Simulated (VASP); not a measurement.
**In: single point with RPBE**

Crystal: In.

```
In
1.0
     3.09998    0.00000    0.00000
     0.00000    3.09998    0.00000
     0.00000    0.00000    3.09998
In
1
Cartesian
  0.0000 0.0000 0.0000
```

This cell differs from its parent crystal: volume scaled by 0.96.

```yaml
Program: VASP 6.6.1
Task: single point
Functional: RPBE
Potentials_or_basis: VASP PAW PBE potentials, release 64 (In_d)
Cutoff: 520 eV
k_mesh: 11 × 11 × 11
Occupations: fermi-dirac, width 0.1 eV
Spin: no spin polarisation
Dipole_correction: no
Further_INCAR_settings: ALGO = Normal; EDIFF = 1e-06; NBANDS = 12
```

```json
{
 "Pressure": "1.3 GPa"
}
```

Levels at points of the mesh, in eV from the Fermi level:
```csv
k point,band 2,band 3,band 4,band 5,band 6,band 7,band 8,band 9,band 10,band 11
"(0.00, 0.00, 0.00)",-14.95,-14.32,-14.32,-14.32,-8.75,7.07,7.07,7.07,10.14,10.14
```

Wall time 6.5 s on 1 thread of Intel Xeon 6975P-C (shared host), peak memory 0.14 GiB.

Caveat: the PAW data sets were made with another functional, which shifts forces and pressure a little; spin-orbit coupling is left out, which moves the levels of the heavy elements.
